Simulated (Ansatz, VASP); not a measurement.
Cs2LiBe6Ga: VASP beside Ansatz

```
Li Cs Be Ga
1.0
     3.03151    5.25073    0.00000
    -3.03151    5.25073    0.00000
     0.00000    0.00000    4.93463
Li Cs Be Ga
1 2 6 1
Direct
  0.00000 0.00000 0.50000
  0.33333 0.33333 0.00444
  0.66667 0.66667 0.99556
  0.21327 0.21327 0.50351
  0.57346 0.21327 0.50351
  0.21327 0.57346 0.50351
  0.42654 0.78673 0.49649
  0.78673 0.78673 0.49649
  0.78673 0.42654 0.49649
  0.00000 0.00000 0.00000
```

Alike in both runs: functional r2SCAN; k mesh 5 × 5 × 6; no spin polarisation.

Ansatz relaxed the structure, and its values are those at the end. VASP's run is a single point on that final structure, the one shown.

```csv
,VASP,Ansatz
version,VASP 6.6.1,Ansatz 0.2.0
potentials or method,"VASP PAW PBE potentials, release 64 (Li_sv, Cs_sv, Be, Ga_d), cutoff 520 eV",PAW plane waves
occupations,"fermi-dirac, width 0.1 eV",fermi-dirac
valence electrons in the cell,46,46
```

VASP gave:

```
rms of the force components (eV/Å) : 0.014
```

**Question.** Estimate Ansatz's values.

**Answer.** rms of the force components (eV/Å): 0.006.

VASP's potentials were made for PBE, not for r2SCAN. Ansatz's warnings: stress scf threshold loose, structure snapped to symmetry.

Neither program's run includes spin-orbit coupling. Noted on VASP's run: the cutoff is short for stress, so the pressure is rough.
